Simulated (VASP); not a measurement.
The system is Ti.

```
Ti
1.0
    -1.64100    1.64100    1.64100
     1.64100   -1.64100    1.64100
     1.64100    1.64100   -1.64100
Ti
1
Direct
  0.00000 0.00000 0.00000
```

This isn't the form of Ti at room conditions, which is hcp.

Base run:

| Item | Value |
| --- | --- |
| Program | VASP 6.6.1 |
| Functional | r2SCAN |
| Potentials or basis | VASP PAW PBE potentials, release 64 (Ti_sv) |
| Cutoff | 520 eV |
| k mesh | 16 × 16 × 16 |
| Occupations | fermi-dirac, width 0.05 eV |
| Spin | collinear spin |
| Starting moments | [1.0] μB |

Its results: pressure -2.4 GPa.

Q: The run is repeated on the same cell with these changes: moments at the start from [1.0] to [1.77]; fixed moment from none to 1.77 μB. What comes out?

A: Pressure 3.9 GPa; site moments Ti +1.24 μB.

Caveats: the PAW data sets were made with another functional, which shifts forces and pressure a little; the cell stands under pressure (at least some runs); the total moment is fixed, so each spin has its own Fermi level and the state may be an excited one (at least some runs).
